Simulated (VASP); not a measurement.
LiSi16 (a cell with a defect): relaxation of the atoms with PBE

System: LiSi16 (a cell with a defect).

```xyz
17
Lattice="0.0000 5.4300 5.4300 5.4300 0.0000 5.4300 5.4300 5.4300 0.0000" Properties=species:S:1:pos:R:3 pbc="T T T"
Si    0.0000    0.0000    0.0000
Si    1.3575    1.3575    1.3575
Si    2.7150    2.7150    0.0000
Si    4.0725    4.0725    1.3575
Si    2.7150    0.0000    2.7150
Si    4.0725    1.3575    4.0725
Si    5.4300    2.7150    2.7150
Si    6.7875    4.0725    4.0725
Si    0.0000    2.7150    2.7150
Si    1.3575    4.0725    4.0725
Si    2.7150    5.4300    2.7150
Si    4.0725    6.7875    4.0725
Si    2.7150    2.7150    5.4300
Si    4.0725    4.0725    6.7875
Si    5.4300    5.4300    5.4300
Si    6.7875    6.7875    6.7875
Li    8.1785    2.6734    8.1140
```

```json
{
  "Program": "VASP 6.6.1",
  "Task": "relaxation of the atoms",
  "Functional": "PBE",
  "Potentials or basis": "VASP PAW PBE potentials, release 64 (Si, Li_sv)",
  "Cutoff": "520 eV",
  "k mesh": "2 × 2 × 2",
  "Occupations": "fermi-dirac, width 0.05 eV",
  "Spin": "no spin polarisation",
  "Dipole correction": "no",
  "Charge": "1",
  "Further INCAR settings": "LREAL = Auto; ALGO = Normal; EDIFF = 1e-06; IBRION = 2; EDIFFG = -0.03; NSW = 80; NELECT = 66.0"
}
```

```json
{
  "Energy gained by relaxing": "7.0 meV/atom",
  "Ionic steps": "8",
  "Largest force after relaxing": "0.023 eV/Å"
}
```

Forces in eV/Å, atoms in the order of the input:
```
Si  -0.001  0.001  0.001
Si   0.009  0.002  0.002
Si  -0.001  0.001  0.004
Si   0.000 -0.007  0.000
Si  -0.001  0.004  0.001
Si  -0.003  0.003 -0.009
Si  -0.004  0.000  0.001
Si   0.006 -0.006 -0.005
Si   0.006 -0.002 -0.002
Si  -0.013  0.013  0.013
Si   0.002 -0.007 -0.002
Si   0.000  0.000 -0.006
Si   0.002 -0.002 -0.005
Si   0.000 -0.006  0.000
Si   0.001  0.000 -0.001
Si   0.006  0.000  0.000
Li  -0.007  0.007  0.007
```

The path:
```csv
step,energy change (eV),largest force (eV/Å),pressure (GPa)
1,0.0000,1.0141,-0.50
2,-0.1136,0.1497,-0.58
3,-0.1137,0.1465,-0.58
4,-0.1163,0.1261,-0.58
5,-0.1166,0.1161,-0.58
6,-0.1176,0.0689,-0.58
7,-0.1178,0.0806,-0.58
8,-0.1185,0.0230,-0.58
```

Final structure:
```
CELL_PARAMETERS angstrom
0.00000 5.43000 5.43000
5.43000 0.00000 5.43000
5.43000 5.43000 0.00000
ATOMIC_POSITIONS crystal
Si 0.99816 0.00077 0.00039
Si 0.12215 0.12267 0.12258
Si 0.99790 0.99796 0.50200
Si 0.12223 0.12275 0.63229
Si 0.99788 0.50212 0.99793
Si 0.12212 0.63269 0.12256
Si 0.99790 0.50217 0.50198
Si 0.12765 0.62413 0.62410
Si 0.50133 0.99808 0.99807
Si 0.62998 0.12337 0.12330
Si 0.50139 0.99808 0.50244
Si 0.62412 0.12742 0.62423
Si 0.50131 0.50253 0.99808
Si 0.62410 0.62423 0.12745
Si 0.50014 0.49995 0.49997
Si 0.62412 0.62423 0.62423
Li 0.24775 0.25091 0.25051
```

Levels at points of the mesh, in eV from the Fermi level:
| k point | band 30 | band 31 | band 32 | band 33 | band 34 | band 35 | band 36 | band 37 |
| --- | --- | --- | --- | --- | --- | --- | --- | --- |
| (0.00, 0.00, 0.00) | -1.44 | -0.32 | -0.32 | -0.32 | 0.32 | 0.33 | 0.33 | 0.40 |
| (0.50, 0.00, 0.00) | -1.13 | -1.13 | -1.04 | -1.04 | 0.89 | 1.08 | 1.08 | 1.27 |
| (0.00, 0.50, 0.00) | -1.13 | -1.13 | -1.04 | -1.04 | 0.88 | 1.08 | 1.09 | 1.27 |
| (0.00, 0.00, 0.50) | -1.13 | -1.13 | -1.04 | -1.04 | 0.88 | 1.08 | 1.08 | 1.27 |
| (0.50, 0.50, 0.50) | -1.13 | -1.13 | -1.04 | -1.04 | 0.88 | 1.08 | 1.09 | 1.27 |
| (0.50, 0.50, 0.00) | -1.68 | -1.68 | -1.63 | -1.59 | 0.75 | 0.82 | 1.88 | 1.99 |
| (0.00, 0.50, 0.50) | -1.68 | -1.68 | -1.63 | -1.59 | 0.75 | 0.82 | 1.88 | 1.99 |
| (0.50, 0.00, 0.50) | -1.68 | -1.68 | -1.63 | -1.59 | 0.75 | 0.82 | 1.88 | 1.99 |

Wall time 12 min on 1 thread of Intel(R) Xeon(R) Platinum 8259CL CPU @ 2.50GHz (Skylake/Cascade Lake), on a shared host, peak memory 0.54 GiB.

Caveat: the k points lie up to 0.50 Å⁻¹ apart; the cell carries a net charge on a neutralising background, which shifts energy and pressure; the cell is charged against a uniform background, so pressure and absolute levels hang on convention; the cutoff is under 1.25 times the usual one of these potentials, so pressure, stress and relaxed cells hold a basis-set (Pulay) error.
